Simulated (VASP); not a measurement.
Runs of VASP 6.6.1 on I. The structure is that of space group I4_1/amd (No. 141), or close to it. The cells are those of the table. 

```csv
cell,gap on the mesh (eV),pressure (GPa)
"a = 3.847 Å, angles 97.0, 97.0, 139.2°, 2 atoms",none,(b)
"a = 4.009 Å, angles 96.9, 96.9, 139.6°, 2 atoms",none,(a)
"a = 4.789 Å, angles 99.3, 99.3, 132.5°, 2 atoms",none,3.5
"a = 4.315 Å, angles 96.5, 96.5, 140.7°, 2 atoms",none,38.8
"a = 4.634 Å, angles 95.7, 95.7, 143.1°, 2 atoms",none,19.2
```

Alike in all rows: task single point; level PBE; potentials or basis VASP PAW PBE potentials, release 64 (I); no spin polarisation; k mesh 12 × 12 × 12; cutoff (eV) 520; smearing fermi-dirac 0.1 eV.

Estimate the missing entries.

(a) 83.0; (b) 125.4.

Caveats: the cell stands under pressure; spin-orbit coupling is left out, which moves the levels of the heavy elements.

A k mesh can miss the band edges, and the runs leave out spin-orbit coupling on I.

A gap of «none» marks levels without a gap at the run's occupations.
